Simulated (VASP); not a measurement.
# TiAl3 (I4/mmm) in VASP: a series of runs, part 2 of 2

VASP 6.6.1.

**4. Single point, PBEsol (biaxial strain in the a-b plane: -3.0 %)**

The input, INCAR:

```
SYSTEM = TiAl3
ALGO = Fast
EDIFF = 1E-6
ENCUT = 520
GGA = PS
ISIF = 2
ISMEAR = 0
LASPH = .True.
LCHARG = .False.
LREAL = .False.
LWAVE = .False.
NBANDS = 31
NELM = 100
PREC = Accurate
SIGMA = 0.1
```

The input, KPOINTS:

```
k-points
0
Gamma
  10 10 4
  0 0 0
```

The input, POSCAR:

```
TiAl3
1.0
    3.7010817025      0.0000000000      0.0000000000
    0.0000000000      3.7010817025      0.0000000000
    0.0000000000      0.0000000000      8.7079654988
Ti Al
2 6
Direct
    0.0000000000      0.0000000000      0.0000000000
    0.5000000000      0.5000000000      0.5000000000
    0.5000000000      0.5000000000      0.0000000000
    0.0000000000      0.5000000000      0.2500000000
    0.5000000000      0.0000000000      0.2500000000
    0.0000000000      0.0000000000      0.5000000000
    0.5000000000      0.0000000000      0.7500000000
    0.0000000000      0.5000000000      0.7500000000
```

Potentials or basis: VASP PAW PBE potentials, release 64 (Ti_sv, Al).

The run is started by

```
$ cat potpaw_PBE.64/Ti_sv/POTCAR potpaw_PBE.64/Al/POTCAR > POTCAR
$ mpirun -np 1 vasp_std > vasp.out
```

OUTCAR:

```text
SYSTEM = TiAl3
   EDIFF = 1E-6
   ENCUT = 520
   GGA = PS
   ISIF = 2
   ISMEAR = 0
   LASPH = .True.
   LREAL = .False.
   NELM = 100
   PREC = Accurate

 ion  position               nearest neighbor table
   1  0.000  0.000  0.000-   3 2.62   3 2.62   3 2.62   3 2.62   8 2.86   4 2.86   4 2.86   8 2.86
                             5 2.86   5 2.86   7 2.86   7 2.86
   2  0.500  0.500  0.500-   6 2.62   6 2.62   6 2.62   6 2.62   8 2.86   5 2.86   5 2.86   7 2.86
                             4 2.86   4 2.86   8 2.86   7 2.86
   3  0.500  0.500  0.000-   1 2.62   1 2.62   1 2.62   1 2.62   8 2.86   4 2.86   5 2.86   7 2.86
                             5 2.86   4 2.86   8 2.86   7 2.86
[... 1055 lines left out ...]
  in kB       93.7697302     93.7697302    -14.8292545      0.0000000      0.0000000      0.0000000
  external PRESSURE =      57.5700686 kB  Pullay stress =       0.0000000 kB

 VOLUME and BASIS-vectors are now :
 -----------------------------------------------------------------------------
  energy-cutoff  :      520.00
  volume of cell :      119.28
      direct lattice vectors                 reciprocal lattice vectors
     3.701081702  0.000000000  0.000000000     0.270191279  0.000000000  0.000000000
     0.000000000  3.701081702  0.000000000     0.000000000  0.270191279  0.000000000
     0.000000000  0.000000000  8.707965499     0.000000000  0.000000000  0.114837387

 POSITION                                       TOTAL-FORCE (eV/Angst)
 -----------------------------------------------------------------------------------
      0.00000      0.00000      0.00000         0.000000     -0.000000      0.000000
      1.85054      1.85054      4.35398         0.000000      0.000000      0.000000
      1.85054      1.85054      0.00000        -0.000000     -0.000000     -0.000000
      0.00000      1.85054      2.17699         0.000000      0.000000     -0.000000
      1.85054      0.00000      2.17699        -0.000000     -0.000000     -0.000000
      0.00000      0.00000      4.35398         0.000000     -0.000000      0.000000
      1.85054      0.00000      6.53097        -0.000000      0.000000      0.000000
      0.00000      1.85054      6.53097        -0.000000      0.000000     -0.000000
 -----------------------------------------------------------------------------------
    total drift:                                0.000000      0.000000      0.000000

  FREE ENERGIE OF THE ION-ELECTRON SYSTEM (eV)
  ---------------------------------------------------
  free  energy   TOTEN  =       -44.2468031463 eV

  energy  without entropy=      -44.2314555575  energy(sigma->0) =      -44.23912935
```

OSZICAR:

```text
N       E                     dE             d eps       ncg     rms          rms(c)
DAV:   1     0.338484493955E+03    0.33848E+03   -0.18320E+04  3906   0.132E+03
DAV:   2    -0.122878249370E+02   -0.35077E+03   -0.34059E+03  3990   0.370E+02
DAV:   3    -0.456675265426E+02   -0.33380E+02   -0.32534E+02  6454   0.102E+02
[... 22 lines left out ...]
RMM:  26    -0.442467976938E+02   -0.20018E-05   -0.44938E-05  5287   0.391E-02    0.819E-02
RMM:  27    -0.442468014550E+02   -0.37612E-05   -0.57022E-05  5780   0.489E-02    0.303E-02
RMM:  28    -0.442468019091E+02   -0.45407E-06   -0.21931E-05  5498   0.239E-02    0.152E-02
RMM:  29    -0.442468029204E+02   -0.10113E-05   -0.16061E-05  4648   0.175E-02    0.142E-02
RMM:  30    -0.442468026117E+02    0.30873E-06   -0.12732E-05  4656   0.110E-02    0.725E-03
RMM:  31    -0.442468031463E+02   -0.53461E-06   -0.94717E-06  3632   0.779E-03
   1 F= -.44246803E+02 E0= -.44239129E+02  d E =-.153476E-01
```

stdout:

```text
POSCAR found type information on POSCAR TiAl
 POSCAR found :  2 types and       8 ions
 scaLAPACK will be used
 -----------------------------------------------------------------------------
|                                                                             |
|                                                                             |
|     You enforced a specific xc type in the INCAR file but a different       |
|     I HOPE YOU KNOW WHAT YOU ARE DOING!                                     |
|                                                                             |
 -----------------------------------------------------------------------------

 LDA part: xc-table for (Slater+PW92), standard interpolation
 POSCAR, INCAR and KPOINTS ok, starting setup
 FFT: planning ... GRIDC
 FFT: planning ... GRID_SOFT
 FFT: planning ... GRID
 WAVECAR not read
 entering main loop
WARNING in EDDRMM: call to ZHEGV failed, returncode =   6  3     12
WARNING in EDDRMM: call to ZHEGV failed, returncode =   6  3     24
WARNING in EDDRMM: call to ZHEGV failed, returncode =   8  4     25
WARNING in EDDRMM: call to ZHEGV failed, returncode =   6  3     14
WARNING in EDDRMM: call to ZHEGV failed, returncode =   8  4     30
WARNING in EDDRMM: call to ZHEGV failed, returncode =   8  4     21
WARNING in EDDRMM: call to ZHEGV failed, returncode =   6  3     12
```

Run time: 8.6 min. Hardware: 1 thread of Intel Xeon Platinum 8259CL at 2.50GHz (Skylake/Cascade Lake), shared host; peak memory 0.34 GiB.

Results:

| Property | Result |
| --- | --- |
| Free energy | -44.2468 eV |
| Pressure | 5.8 GPa |
| Band gap on the k mesh | zero (bands 21 and 22 overlap by 2.41 eV) |

Levels at points of the mesh, in eV from the Fermi level:
| k point | band 18 | band 19 | band 20 | band 21 | band 22 | band 23 | band 24 | band 25 |
| --- | --- | --- | --- | --- | --- | --- | --- | --- |
| (0.00, 0.00, 0.00) | -0.64 | -0.64 | -0.33 | 0.75 | 0.75 | 0.94 | 1.04 | 2.11 |
| (0.50, 0.00, 0.00) | -1.30 | -0.92 | -0.92 | 0.42 | 0.42 | 2.04 | 2.04 | 2.58 |
| (0.50, 0.50, 0.00) | -2.63 | -2.37 | -2.37 | -1.17 | -1.17 | 2.00 | 2.00 | 2.19 |
| (0.00, 0.00, 0.50) | -0.92 | -0.57 | -0.57 | 0.99 | 0.99 | 1.38 | 1.38 | 1.38 |
| (0.50, 0.00, 0.50) | -0.96 | -0.47 | -0.47 | 0.62 | 0.62 | 2.05 | 2.05 | 2.41 |
| (0.50, 0.50, 0.50) | -1.90 | -1.90 | -1.90 | -1.42 | -1.42 | 0.72 | 0.72 | 2.02 |

Caveat: the cell differs from its parent crystal (biaxial strain in the a-b plane: -3.0 %); the cell stands under pressure; the PAW data sets were made with another functional, which shifts forces and pressure a little.

**5. Single point, PBEsol (biaxial strain in the a-b plane: -2.0 %, then relaxed in part)**

The input, INCAR:

```
PREC = Accurate
ENCUT = 520
EDIFF = 1E-6
ISMEAR = 0
SIGMA = 0.1
LREAL = F
LASPH = T
NELM = 80
ALGO = Fast
ISIF = 2
LWAVE = F
LCHARG = T
GGA = PS
LELF = T
LVHAR = T
NBANDS = 31
```

The input, KPOINTS:

```
Automatic mesh
0
Gamma
  10 10 4
```

POSCAR, as its differences from that of step 4:

```diff
@@ -2,5 +2,5 @@
 1.0
-    3.7010817025      0.0000000000      0.0000000000
-    0.0000000000      3.7010817025      0.0000000000
-    0.0000000000      0.0000000000      8.7079654988
+    3.7392371839      0.0000000000      0.0000000000
+    0.0000000000      3.7392371839      0.0000000000
+    0.0000000000      0.0000000000      8.6217406319
 Ti Al
```

The run is started by

```
$ cat potpaw_PBE.64/Ti_sv/POTCAR potpaw_PBE.64/Al/POTCAR > POTCAR
$ mpirun -np 1 vasp_std > vasp.out
```

It took 7.5 min on 1 thread of Intel Xeon Platinum 8259CL at 2.50GHz (Skylake/Cascade Lake), shared host; peak memory 0.33 GiB.

Results (log left out):

- Free energy: -44.3713 eV
- Pressure: 4.1 GPa
- Band gap on the k mesh: zero (bands 21 and 22 overlap by 2.32 eV)

Stress tensor (GPa, compression positive):
```
6.18 0.00 0.00
0.00 6.18 0.00
0.00 0.00 0.07
```

Levels at points of the mesh, in eV from the Fermi level:
```
           k point  band 18  band 19  band 20  band 21  band 22  band 23  band 24  band 25
(0.00, 0.00, 0.00)    -0.75    -0.75    -0.29     0.74     0.74     0.91     1.02     1.98
(0.50, 0.00, 0.00)    -1.21    -0.96    -0.96     0.35     0.35     1.97     1.97     2.53
(0.50, 0.50, 0.00)    -2.67    -2.31    -2.31    -1.11    -1.11     1.93     1.93     2.11
(0.00, 0.00, 0.50)    -1.00    -0.42    -0.42     0.96     0.96     1.32     1.32     1.32
(0.50, 0.00, 0.50)    -1.01    -0.38    -0.38     0.58     0.58     1.97     1.97     2.30
(0.50, 0.50, 0.50)    -1.88    -1.88    -1.88    -1.31    -1.31     0.79     0.79     1.94
```

Caveat: the cell differs from its parent crystal (biaxial strain in the a-b plane: -2.0 %, then relaxed in part); the cell stands under pressure; the PAW data sets were made with another functional, which shifts forces and pressure a little.

**6. Summary**

```csv
cell,k mesh,further INCAR settings,gap on the mesh (eV),pressure (GPa)
"a = 5.057 Å, angles 135.7, 135.7, 64.5°, 4 atoms, atomic positions A",16 × 16 × 16,ALGO = Fast; EDIFF = 1e-06; NBANDS = 18,none,0.1
"a = 3.701, b = 3.701, c = 8.654 Å, 8 atoms, atomic positions B",10 × 10 × 4,ALGO = Fast; EDIFF = 1e-06; NBANDS = 31,none,6.5
"a = 3.701, b = 3.701, c = 8.708 Å, 8 atoms, atomic positions B",10 × 10 × 4,ALGO = Fast; EDIFF = 1e-06; NBANDS = 31,none,5.8
"a = 3.739, b = 3.739, c = 8.622 Å, 8 atoms, atomic positions B",10 × 10 × 4,ALGO = Fast; EDIFF = 1e-06; NBANDS = 31,none,4.1
```

Alike in all rows: task single point; level PBEsol; potentials or basis VASP PAW PBE potentials, release 64 (Ti_sv, Al); no spin polarisation; cutoff (eV) 520; smearing gaussian 0.1 eV.

Caveats: the PAW data sets were made with another functional, which shifts forces and pressure a little; the cell stands under pressure (at least some runs).

Absolute energies hang on the potentials; compare differences alone.
